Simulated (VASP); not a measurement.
# ScInCu4 (F-43m) in VASP: a series of runs

Runs on ScInCu4. Level: LDA. Tasks: single point, relaxation of cell and atoms.

All numbers are computed with VASP 6.6.1; they aren't measurements. Logs are shortened: lines on timing, memory, paths and dates and some standing lists are left out, and cuts for length are marked.

**1. The cell of the first run**

It takes space group F-43m (No. 216, cubic). The conventional cell has a = 6.886 Å, b = 6.886 Å, c = 6.886 Å, α = 90.00°, β = 90.00°, γ = 90.00°. Sc (site symmetry -43m) has 12 Cu at 2.85 Å and 4 In at 2.98 Å within 3.8 Å. Within 3.8 Å of In (site symmetry -43m) lie 12 Cu at 2.86 Å and 4 Sc at 2.98 Å. Within 3.2 Å of Cu (site symmetry 3m) lie 6 Cu at 2.43 to 2.44 Å and 3 Sc at 2.85 Å and 3 In at 2.86 Å.

**2. Single point, LDA**

INCAR reads:

```
SYSTEM = ScInCu4
PREC = Accurate ; ENCUT = 520
EDIFF = 1E-6 ; ISMEAR = -1
SIGMA = 0.05 ; LREAL = .FALSE.
LASPH = .TRUE. ; NELM = 100
ALGO = Normal ; ISIF = 2
LWAVE = .FALSE. ; LCHARG = .FALSE.
NBANDS = 43
```

KPOINTS reads:

```
Automatic mesh
0
G
  8 8 8
  0 0 0
```

POSCAR reads:

```
ScInCu4
1.0
    0.0000000000      3.4431230996      3.4431230996
    3.4431230996      0.0000000000      3.4431230996
    3.4431230996      3.4431230996      0.0000000000
Sc In Cu
1 1 4
Direct
    0.0000000000      0.0000000000      0.0000000000
    0.2500000000      0.2500000000      0.2500000000
    0.1246664188      0.6251111937      0.6251111937
    0.6251111937      0.6251111937      0.6251111937
    0.6251111937      0.6251111937      0.1246664188
    0.6251111937      0.1246664188      0.6251111937
```

Potentials or basis: VASP PAW LDA potentials, release 64 (Sc_sv, In_d, Cu).

Launch:

```bash
$ cat potpaw_LDA.64/Sc_sv/POTCAR potpaw_LDA.64/In_d/POTCAR potpaw_LDA.64/Cu/POTCAR > POTCAR
$ mpirun -np 1 vasp_std > vasp.out
```

OUTCAR:

```text
SYSTEM = ScInCu4
   PREC = Accurate
   ENCUT = 520
   EDIFF = 1E-6
   ISMEAR = -1
   LREAL = .FALSE.
   LASPH = .TRUE.
   NELM = 100
   ISIF = 2

 ion  position               nearest neighbor table
   1  0.000  0.000  0.000-   5 2.85   6 2.85   3 2.85   5 2.85   3 2.85   6 2.85   4 2.85   4 2.85
                             4 2.85   3 2.85   5 2.85   6 2.85   2 2.98   2 2.98   2 2.98   2 2.98
   2  0.250  0.250  0.250-   3 2.86   5 2.86   6 2.86   4 2.86   4 2.86   4 2.86   3 2.86   3 2.86
                             5 2.86   6 2.86   5 2.86   6 2.86   1 2.98   1 2.98   1 2.98   1 2.98
   3  0.125  0.625  0.625-   4 2.43   5 2.43   6 2.43   4 2.44   5 2.44   6 2.44   1 2.85   1 2.85
                             1 2.85   2 2.86   2 2.86   2 2.86
   4  0.625  0.625  0.625-   3 2.43   5 2.43   6 2.43   5 2.44   6 2.44   3 2.44   1 2.85   1 2.85
                             1 2.85   2 2.86   2 2.86   2 2.86
   5  0.625  0.625  0.125-   3 2.43   4 2.43   6 2.43   4 2.44   6 2.44   3 2.44   1 2.85   1 2.85
                             1 2.85   2 2.86   2 2.86   2 2.86
   6  0.625  0.125  0.625-   3 2.43   4 2.43   5 2.43   5 2.44   4 2.44   3 2.44   1 2.85   1 2.85
                             1 2.85   2 2.86   2 2.86   2 2.86

  LATTYP: Found a face centered cubic cell.
 ALAT       =     6.8862461992

  Lattice vectors:

 A1 = (   0.0000000000,   3.4431230996,   3.4431230996)
 A2 = (   3.4431230996,   0.0000000000,   3.4431230996)
 A3 = (   3.4431230996,   3.4431230996,   0.0000000000)

Analysis of symmetry for initial positions (statically):
=====================================================================
 Subroutine PRICEL returns:
 Original cell was already a primitive cell.

 Routine SETGRP: Setting up the symmetry group for a
 face centered cubic supercell.

 Subroutine GETGRP returns: Found 24 space group operations
 (whereof 24 operations were pure point group operations)
 out of a pool of 48 trial point group operations.

The static configuration has the point symmetry T_d .

Analysis of symmetry for dynamics (positions and initial velocities):
=====================================================================
 Subroutine PRICEL returns:
 Original cell was already a primitive cell.

 Routine SETGRP: Setting up the symmetry group for a
 face centered cubic supercell.

 Subroutine GETGRP returns: Found 24 space group operations
 (whereof 24 operations were pure point group operations)
 out of a pool of 48 trial point group operations.

The dynamic configuration has the point symmetry T_d .

 Subroutine INISYM returns: Found 24 space group operations
 (whereof 24 operations are pure point group operations),
 and found     1 'primitive' translations

----------------------------------------------------------------------------------------

                                     Primitive cell

  volume of cell :      81.6371

  direct lattice vectors                    reciprocal lattice vectors
     0.000000000  3.443123100  3.443123100    -0.145216998  0.145216998  0.145216998
     3.443123100  0.000000000  3.443123100     0.145216998 -0.145216998  0.145216998
     3.443123100  3.443123100  0.000000000     0.145216998  0.145216998 -0.145216998

  length of vectors
     4.869311384  4.869311384  4.869311384     0.251523219  0.251523219  0.251523219

  position of ions in fractional coordinates (direct lattice)
     0.000000000  0.000000000  0.000000000
     0.250000000  0.250000000  0.250000000
     0.124666419  0.625111194  0.625111194
     0.625111194  0.625111194  0.625111194
     0.625111194  0.625111194  0.124666419
     0.625111194  0.124666419  0.625111194

  ion indices of the primitive-cell ions
   primitive index   ion index
                 1           1
                 2           2
                 3           3
                 4           4
                 5           5
                 6           6

----------------------------------------------------------------------------------------

 KPOINTS: Automatic mesh

Automatic generation of k-mesh.
 Grid dimensions read from file:
 generate k-points for:    8    8    8

 Generating k-lattice:

  Cartesian coordinates                     Fractional coordinates (reciprocal lattice)
    -0.018152125  0.018152125  0.018152125     0.125000000  0.000000000  0.000000000
     0.018152125 -0.018152125  0.018152125     0.000000000  0.125000000  0.000000000
     0.018152125  0.018152125 -0.018152125     0.000000000  0.000000000  0.125000000

  Length of vectors
     0.031440402  0.031440402  0.031440402

  Shift w.r.t. Gamma in fractional coordinates (k-lattice)
     0.000000000  0.000000000  0.000000000

 Subroutine IBZKPT returns following result:
 ===========================================

 Found     29 irreducible k-points:

 Following reciprocal coordinates:
            Coordinates               Weight
  0.000000  0.000000  0.000000      1.000000
  0.125000  0.000000  0.000000      8.000000
  0.250000  0.000000  0.000000      8.000000
  0.375000  0.000000  0.000000      8.000000
  0.500000  0.000000  0.000000      4.000000
  0.125000  0.125000  0.000000      6.000000
[... 16 lines left out ...]
  0.500000  0.250000  0.125000     48.000000
 -0.375000  0.250000  0.125000     24.000000
 [... further k-points ...]
   k-points           NKPTS =     29   k-points in BZ     NKDIM =     29   number of bands    NBANDS=     43
   number of dos      NEDOS =    301   number of ions     NIONS =      6
   total plane-waves  NPLWV =  46656
   dimension x,y,z NGX =    36 NGY =   36 NGZ =   36
   dimension x,y,z NGXF=    72 NGYF=   72 NGZF=   72
   ions per type =               1   1   4
   NGX,Y,Z   is equivalent  to a cutoff of  12.29, 12.29, 12.29 a.u.
   NGXF,Y,Z  is equivalent  to a cutoff of  24.58, 24.58, 24.58 a.u.
 SYSTEM =  ScInCu4
   PREC   = accura    normal or accurate (medium, high low for compatibility)
   ISTART =      0    job   : 0-new  1-cont  2-samecut
   ICHARG =      2    charge: 1-file 2-atom 10-const
   ISPIN  =      1    spin polarized calculation?
   LNONCOLLINEAR =      F non collinear calculations
   LSORBIT =      F    spin-orbit coupling
   LASPH  =      T    aspherical Exc in radial PAW
   ENCUT  =  520.0 eV  38.22 Ry    6.18 a.u.   9.05  9.05  9.05*2*pi/ulx,y,z
   NELM   =    100;   NELMIN=  2; NELMDL= -5     # of ELM steps
   EDIFF  = 0.1E-05   stopping-criterion for ELM
   LREAL  =      F    real-space projection
   EDIFFG = 0.1E-04   stopping-criterion for IOM
   NSW    =      0    number of steps for IOM
   IBRION =     -1    ionic relax: 0-MD 1-quasi-New 2-CG
   NFREE  =      0    steps in history (QN), initial steepest desc. (CG)
   ISIF   =      2    stress and relaxation
   ISYM   =      2    0-nonsym 1-usesym 2-fastsym
   POTIM  = 0.5000    time-step for ionic-motion
   TEBEG  =    0.0;   TEEND  =   0.0 temperature during run
   PSTRESS=    0.0 pullay stress
   NELECT =      68.0000    total number of electrons
   NUPDOWN=      -1.0000    fix difference up-down
   EMIN   =  10.00;   EMAX   =-10.00  energy-range for DOS
   EFERMI =   0.00;   METHOD = LEGACY
   ISMEAR =    -1;   SIGMA  =   0.05  broadening in eV -4-tet -1-fermi 0-gaus
   EFERMI_NEDOS =   21; number of points for ismear=-14 and -15
   IALGO  =     38    algorithm
   IMIX   =      4    mixing-type and parameters
     AMIX     =   0.40;   BMIX     =  1.00
     AMIX_MAG =   1.60;   BMIX_MAG =  1.00
  volume/ion in A,a.u.               =      13.61        91.82
  Fermi-wavevector in a.u.,A,eV,Ry     =   1.540335  2.910812 32.281627  2.372633
  Thomas-Fermi vector in A             =   2.646437
   LORBIT       =      0    0 simple, 1 ext, 2 COOP (PROOUT), +10 PAW based schemes
   GGA     = CA    functional components
   LHFCALC =     F    Hartree Fock is set to
   AEXX    =    0.0000 exact exchange contribution
   IVDW    =     0    specifies the selected vdW correction
   LEPSILON=     F    determine dielectric tensor
   LRPA    =     F    only Hartree local field effects (RPA)
 non-spin polarized calculation
  energy-cutoff  :      520.00
  volume of cell :       81.64
 maximum number of plane-waves:      2216
   NGX = 19   NGY = 19   NGZ = 19

 number of electron      67.9999997 magnetization

 Free energy of the ion-electron system (eV)
  ---------------------------------------------------
  ext. energy  EPLUGINS =         0.00000000
  ---------------------------------------------------
  free energy    TOTEN  =       -30.61100438 eV

  energy without entropy =      -30.60788091  energy(sigma->0) =      -30.60944265

 E-fermi :   8.4342     XC(G=0): -12.7322

 val. band max:        8.2618597563   @ k =  -0.2500   0.3750   0.1250
 cond. band min:       8.4561110252   @ k =  -0.2500   0.5000   0.2500
 fundamental gap:      0.1942512689
 Fermi energy:         8.4342350377

 k-point     1 :       0.0000    0.0000    0.0000
  band No.  band energies     occupation
      1     -40.6929      2.00000
      2     -19.7025      2.00000
      3     -19.7025      2.00000
      4     -19.7025      2.00000
      5      -5.9969      2.00000
      6      -5.9969      2.00000
[... 35 lines left out ...]
     42      13.6270      0.00000
     43      13.6270      0.00000

 k-point     2 :       0.1250    0.0000    0.0000
  band No.  band energies     occupation
      1     -40.6928      2.00000
      2     -19.7036      2.00000
      3     -19.7025      2.00000
      4     -19.7025      2.00000
      5      -5.9986      2.00000
      6      -5.9971      2.00000
[... 35 lines left out ...]
     42      13.4574      0.00000
     43      14.0243      0.00000

 k-point     3 :       0.2500    0.0000    0.0000
  band No.  band energies     occupation
      1     -40.6927      2.00000
      2     -19.7062      2.00000
      3     -19.7027      2.00000
      4     -19.7027      2.00000
      5      -6.0033      2.00000
      6      -5.9968      2.00000
[... 919 lines left out ...]
      6      -5.9982      2.00000
[... 35 lines left out ...]
     42      14.3480      0.00000
     43      15.1285      0.00000

 k-point    24 :      -0.3750    0.2500    0.1250
  band No.  band energies     occupation
      1     -40.6925      2.00000
      2     -19.7086      2.00000
      3     -19.7049      2.00000
      4     -19.7034      2.00000
      5      -6.0076      2.00000
      6      -5.9994      2.00000
[... 35 lines left out ...]
     42      14.1704      0.00000
     43      14.7201      0.00000

 [... further k-points ...]

------------------------ aborting loop because EDIFF is reached ----------------------------------------

  FORCE on cell =-STRESS in cart. coord.  units (eV):
  Direction    XX          YY          ZZ          XY          YZ          ZX
  --------------------------------------------------------------------------------------
  -------------------------------------------------------------------------------------
  Total        0.3640166      0.3640166      0.3640166      0.0000000      0.0000000      0.0000000
  in kB        7.1440432      7.1440432      7.1440432      0.0000000      0.0000000      0.0000000
  external PRESSURE =       7.1440432 kB  Pullay stress =       0.0000000 kB

 VOLUME and BASIS-vectors are now :
 -----------------------------------------------------------------------------
  energy-cutoff  :      520.00
  volume of cell :       81.64
      direct lattice vectors                 reciprocal lattice vectors
     0.000000000  3.443123100  3.443123100    -0.145216998  0.145216998  0.145216998
     3.443123100  0.000000000  3.443123100     0.145216998 -0.145216998  0.145216998
     3.443123100  3.443123100  0.000000000     0.145216998  0.145216998 -0.145216998

 POSITION                                       TOTAL-FORCE (eV/Angst)
 -----------------------------------------------------------------------------------
      0.00000      0.00000      0.00000        -0.000000      0.000000      0.000000
      1.72156      1.72156      1.72156         0.000000      0.000000      0.000000
      4.30467      2.58158      2.58158         0.000714     -0.000714     -0.000714
      4.30467      4.30467      4.30467         0.000714      0.000714      0.000714
      2.58158      2.58158      4.30467        -0.000714     -0.000714      0.000714
      2.58158      4.30467      2.58158        -0.000714      0.000714     -0.000714
 -----------------------------------------------------------------------------------
    total drift:                               -0.000000     -0.000000     -0.000001

  FREE ENERGIE OF THE ION-ELECTRON SYSTEM (eV)
  ---------------------------------------------------
  free  energy   TOTEN  =       -30.6110043781 eV

  energy  without entropy=      -30.6078809129  energy(sigma->0) =      -30.60944265
```

It took 82 s on 1 thread of AMD EPYC 9R45 (Zen 5), shared host; peak memory 0.2 GiB.

Results:

| Quantity | Value |
| --- | --- |
| Free energy | -30.6110 eV |
| Pressure | 0.7 GPa |
| Band gap on the k mesh | zero (bands 34 and 35 overlap by 0.30 eV) |

Caveat: spin-orbit coupling is left out, which moves the levels of the heavy elements.

(Part 1 of 2 ends here.)

The gap in the log of VASP goes by the Fermi energy; the results here count the filled bands.